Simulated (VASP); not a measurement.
Crystal: CuO.

```
Cu O
1.0
     0.00000    2.11656    2.11656
     2.11656    0.00000    2.11656
     2.11656    2.11656    0.00000
Cu O
1 1
Direct
  0.02950 0.02810 0.90803
  0.47050 0.47190 0.59197
```

* Program: VASP 6.6.1
* Task: relaxation of cell and atoms
* Functional: PBEsol
* Potentials or basis: VASP PAW PBE potentials, release 64 (Cu, O)
* Cutoff: 600 eV
* k mesh: 11 × 11 × 11
* Occupations: fermi-dirac, width 0.05 eV
* Spin: no spin polarisation
* Hubbard terms: Cu d U = 5.3 eV

At the start: pressure 3.5 GPa; volume 9.48 Å³/atom.

Question: Where does the relaxation end?

Answer: Over 57 steps the energy falls by 227.6 meV/atom and the volume is 9.47 Å³/atom (-0.1 %); space group I4/mmm (No. 139, to 0.05 Å).

Step by step:
| step | energy change (eV) | largest force (eV/Å) | pressure (GPa) | volume (Å³) |
| --- | --- | --- | --- | --- |
| 1 | 0.0000 | 0.7794 | 3.49 | 18.96 |
| 3 | -0.0958 | 0.7185 | -16.39 | 20.42 |
| 5 | -0.1214 | 0.7787 | -14.77 | 20.15 |
| 7 | -0.2474 | 0.1715 | -16.93 | 19.74 |
| 9 | -0.3748 | 0.2067 | -1.97 | 17.87 |
| 11 | -0.3817 | 0.1959 | 0.03 | 17.69 |
| 13 | -0.4061 | 0.1680 | 0.77 | 17.64 |
| 15 | -0.4086 | 0.0954 | -0.34 | 17.73 |
| 17 | -0.4104 | 0.0230 | 0.28 | 17.67 |
| 19 | -0.4106 | 0.0114 | 0.05 | 17.69 |
| 21 | -0.4108 | 0.0333 | -0.03 | 17.69 |
| 23 | -0.4111 | 0.0094 | 0.09 | 17.68 |
| 25 | -0.4111 | 0.0103 | 0.15 | 17.68 |
| 27 | -0.4112 | 0.0082 | -0.33 | 17.72 |
| 29 | -0.4113 | 0.0189 | -0.15 | 17.72 |
| 31 | -0.4115 | 0.0805 | 0.78 | 17.70 |
| 33 | -0.4116 | 0.0613 | 0.44 | 17.71 |
| 35 | -0.4120 | 0.0672 | 0.60 | 17.73 |
| 37 | -0.4147 | 0.0904 | 1.79 | 17.78 |
| 39 | -0.3800 | 0.2295 | 14.82 | 17.82 |
| 41 | -0.4227 | 0.1451 | 6.65 | 17.84 |
| 43 | -0.4361 | 0.0778 | 1.43 | 18.25 |
| 45 | -0.4417 | 0.0264 | -0.54 | 18.48 |
| 47 | -0.4389 | 0.4195 | 4.00 | 18.63 |
| 49 | -0.4531 | 0.0284 | 0.16 | 18.73 |
| 51 | -0.4547 | 0.0403 | 0.28 | 18.86 |
| 53 | -0.4551 | 0.0168 | -0.31 | 18.99 |
| 55 | -0.4552 | 0.0034 | -0.19 | 18.96 |
| 57 | -0.4552 | 0.0036 | 0.10 | 18.95 |

Final structure:
```cif
data_structure
_symmetry_space_group_name_H-M 'P 1'
_symmetry_Int_Tables_number 1
_cell_length_a 2.7495
_cell_length_b 3.1707
_cell_length_c 3.1746
_cell_angle_alpha 51.364
_cell_angle_beta 64.273
_cell_angle_gamma 64.283
_cell_volume 18.95
loop_
_atom_site_label
_atom_site_type_symbol
_atom_site_fract_x
_atom_site_fract_y
_atom_site_fract_z
_atom_site_occupancy
Cu1 Cu 0.00051 0.99945 0.99953 1
O1 O 0.49949 0.50055 0.50047 1
```

Caveat: the electronic state changed during the relaxation; the PAW data sets were made with another functional, which shifts forces and pressure a little; an odd number of electrons without spin polarisation forces a metal; a magnetic or distorted state may lie lower; U without spin polarisation on a metal has little footing.
